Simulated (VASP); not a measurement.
Here is a VASP 6.6.1 calculation.

INCAR

```
SYSTEM = Cd
ALGO = Normal
EDIFF = 1E-7
ENCUT = 520
GGA = RE
ISIF = 2
ISMEAR = -1
LASPH = .True.
LCHARG = .False.
LREAL = .False.
LWAVE = .False.
NBANDS = 32
NELM = 60
PREC = Accurate
SIGMA = 0.1
```

File KPOINTS:

```
k-points
0
Gamma
  15 15 4
  0 0 0
```

File POSCAR:

```
Cd
1.0
    3.2310205136      0.0000000000      0.0000000000
   -1.6155102567      2.7981458449      0.0000000000
    0.0000000000      0.0000000000     10.5725595862
Cd
4
Direct
    0.0000000000      1.0000000000      0.0000000000
    0.0000000000      0.0000000000      0.5000000000
    0.3333333333      0.6666666667      0.2500000000
    0.6666666667      0.3333333333      0.7500000000
```

Potentials or basis: VASP PAW PBE potentials, release 64 (Cd).

Command:

```bash
$ cat potpaw_PBE.64/Cd/POTCAR > POTCAR
$ mpirun -np 1 vasp_std > vasp.out
```

Question: Estimate the band gap on the k mesh.

Answer: Zero (band 24 reaches 3.63 eV, above the bottom of band 25 at 0.87 eV).

Question: What does it give for the pressure?

Answer: 0.1 GPa.

Stress tensor (GPa, compression positive):
```
0.16 0.00 0.00
0.00 0.16 0.00
0.00 0.00 0.06
```

Caveat: the PAW data sets were made with another functional, which shifts forces and pressure a little.
